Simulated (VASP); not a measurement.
Ru, 1 atom in the cell. Symmetry: Fm-3m, No. 225, cubic system. The conventional cell has a = 3.837 Å, b = 3.837 Å, c = 3.837 Å, α = 90.00°, β = 90.00°, γ = 90.00°. Ru (site symmetry m-3m) has 12 Ru at 2.71 Å within 3.6 Å. This isn't the form of Ru at room conditions, which is hcp.

- Program: VASP 6.6.1
- Task: single point
- Functional: PBE
- Potentials or basis: VASP PAW PBE potentials, release 64 (Ru_pv)
- Cutoff: 520 eV
- k mesh: 17 × 17 × 17
- Occupations: fermi-dirac, width 0.0612256 eV
- Spin: no spin polarisation
- Dipole correction: no
- Further INCAR settings: ALGO = Normal; EDIFF = 1e-06; NBANDS = 13

Potentials or basis: VASP PAW PBE potentials, release 64 (Ru_pv).

Run with:

```sh
$ cat potpaw_PBE.64/Ru_pv/POTCAR > POTCAR
$ mpirun -np 1 vasp_std > vasp.out
```

Hardware: 1 thread of Intel Xeon 8259CL, with other jobs on the host.

Problem. How long does it take, and how much memory?

Solution. Wall time 24 s on 1 thread of Intel Xeon 8259CL, on a shared host, peak memory 0.14 GiB. Counts: scf iterations 11, k points 165.
